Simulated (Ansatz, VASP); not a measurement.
# Hf2Si3 in VASP and in Ansatz

Contents of INCAR:

```
SYSTEM = Hf2Si3
PREC = Accurate ; ENCUT = 600
EDIFF = 1E-6 ; ISMEAR = 0
SIGMA = 0.1 ; LREAL = .FALSE.
LASPH = .TRUE. ; NELM = 100
ALGO = Normal ; ISIF = 3
LWAVE = .FALSE. ; LCHARG = .FALSE.
GGA = PE ; IBRION = 2
NSW = 100 ; EDIFFG = -0.01
```

KPOINTS

```
Automatic mesh
0
G
  12 12 6
  0 0 0
```

The input POSCAR:

```
Hf2Si3
1.0
    4.1442166618      0.0000000000      0.0000000000
   -2.0721083309      3.5889969079      0.0000000000
    0.0000000000      0.0000000000      7.7897998795
Hf Si
2 3
Direct
    0.0000000000      0.0000000000      0.6823082704
    0.0000000000      0.0000000000      0.3176917296
    0.3333333333      0.6666666667      0.0000000000
    0.6666666667      0.3333333333      0.0000000000
    0.0000000000      0.0000000000      0.0000000000
```

Input for Ansatz:

```yaml
crystal:
  lattice:
    - [4.1442166618, 0.0, 0.0]
    - [-2.0721083309, 3.5889969079, 0.0]
    - [0.0, 0.0, 7.7897998795]
  atoms:
    - { symbol: Hf, position: [0.0, 0.0, 0.6823082704] }
    - { symbol: Hf, position: [0.0, 0.0, 0.3176917296] }
    - { symbol: Si, position: [0.3333333333, 0.6666666667, 0.0] }
    - { symbol: Si, position: [0.6666666667, 0.3333333333, 0.0] }
    - { symbol: Si, position: [0.0, 0.0, 0.0] }
basis:
  ecutwfc: 420
kpoints:
  mp_grid: { grid: [12, 12, 6] }
hamiltonian:
  xc: pbe
scf:
  occupations: { method: gaussian, width: 0.1 }
output:
  forces: true
  stress: true
  eigenvalues: true
relax:
  adjacent_minimum: "off"
  f_tol: 0.01
  max_steps: 80
  cell: { stress_tol: 0.05 }
```

Alike in both runs: task relaxation of cell and atoms; functional PBE; k mesh 12 × 12 × 6; occupations gaussian, width 0.1 eV; no spin polarisation.

|  | VASP | Ansatz |
| --- | --- | --- |
| version | VASP 6.6.1 | Ansatz 0.2.0 |
| potentials or method | VASP PAW PBE potentials, release 64 (Hf_pv, Si), cutoff 600 eV | scalar-relativistic, plane waves, PAW |
| valence electrons in the cell | 32 | 64 |

```csv
,VASP,Ansatz,Ansatz less VASP
"gap on the k mesh at the Fermi level, each at its own relaxed structure (eV)",none,none,-
relaxed volume (Å³/atom),23.21,23.30,+0.090
relaxed cell length with the largest relative difference (Å),7.818,7.833,+0.0149
```

A gap of «none» marks a metal or a gap that the smearing closes. VASP's potentials hold 32 valence electrons a cell and Ansatz's 64, so a difference there can come from the potentials and not from the codes.

Neither program's run includes spin-orbit coupling.
